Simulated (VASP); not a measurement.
Here is a VASP 6.6.1 calculation.

Contents of INCAR:

```
ALGO = Normal
EDIFF = 1E-7
ENCUT = 520
GGA = PE
ISIF = 2
ISMEAR = -1
LASPH = True
LCHARG = False
LREAL = False
LWAVE = False
NBANDS = 25
NELM = 60
PREC = Accurate
SIGMA = 0.1
```

File KPOINTS:

```
k-points
0
Gamma
  10 10 6
```

Contents of POSCAR:

```
CuO
1.0
    2.3418500000     -1.7113000000      0.0000000000
    2.3418500000      1.7113000000      0.0000000000
   -0.8500300000      0.0000000000      5.0578700000
Cu O
2 2
Direct
    0.0000000000      0.5000000000      0.0000000000
    0.5000000000      0.0000000000      0.5000000000
    0.5816000000      0.4184000000      0.2500000000
    0.4184000000      0.5816000000      0.7500000000
```

Potentials or basis: VASP PAW PBE potentials, release 64 (Cu, O).

Command:

```sh
$ cat potpaw_PBE.64/Cu/POTCAR potpaw_PBE.64/O/POTCAR > POTCAR
$ mpirun -np 1 vasp_std > vasp.out
```

Task: What does it give for the band gap on the k mesh?

Result: Zero (band 17 reaches 6.00 eV, above the bottom of band 18 at 5.30 eV).

Task: What does it give for the pressure?

Result: 6.5 GPa.

Task: Predict the largest force.

Result: 0.219 eV/Å.

Stress tensor (GPa, compression positive):
```
 6.28  0.00 -1.07
 0.00  7.26  0.00
-1.07  0.00  5.84
```

Caveat: semilocal functionals often make such compounds metallic where correlation or magnetic order opens a gap, which also shifts bond lengths. With open d or f shells a metallic result of PBE can be an artefact of self-interaction; +U or a hybrid may open a gap.
